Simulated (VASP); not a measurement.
Here is a VASP 6.6.1 calculation.

The input INCAR:

```
PREC = Accurate
ENCUT = 600
EDIFF = 1E-6
ISMEAR = 0
SIGMA = 0.1
LREAL = F
LASPH = T
NELM = 60
ALGO = Fast
ISIF = 3
LWAVE = F
LCHARG = F
GGA = PE
IBRION = 2
NSW = 100
EDIFFG = -0.01
```

The input KPOINTS:

```
regular mesh
0
Gamma
  18 18 18
```

Contents of POSCAR:

```
In
1.0
    3.2281428211      0.0000000000      0.0000000000
    0.0000000000      3.2281428211      0.0000000000
    0.0000000000      0.0000000000      2.9116640080
In
1
Direct
    0.0000000000      0.0000000000      0.5000000000
```

Potentials or basis: VASP PAW PBE potentials, release 64 (In_d).

Command:

```sh
$ cat potpaw_PBE.64/In_d/POTCAR > POTCAR
$ mpirun -np 1 vasp_std > vasp.out
```

(1) Estimate the relaxed cell.

(2) What does it give for the space group after relaxing (to 0.05 Å)?

(3) Predict the relaxed volume.

## Answers

(1) a = 3.091 Å, b = 3.091 Å, c = 3.090 Å, α = 90.00°, β = 90.00°, γ = 90.00°.

(2) Pm-3m (No. 221).

(3) 29.53 Å³/atom.
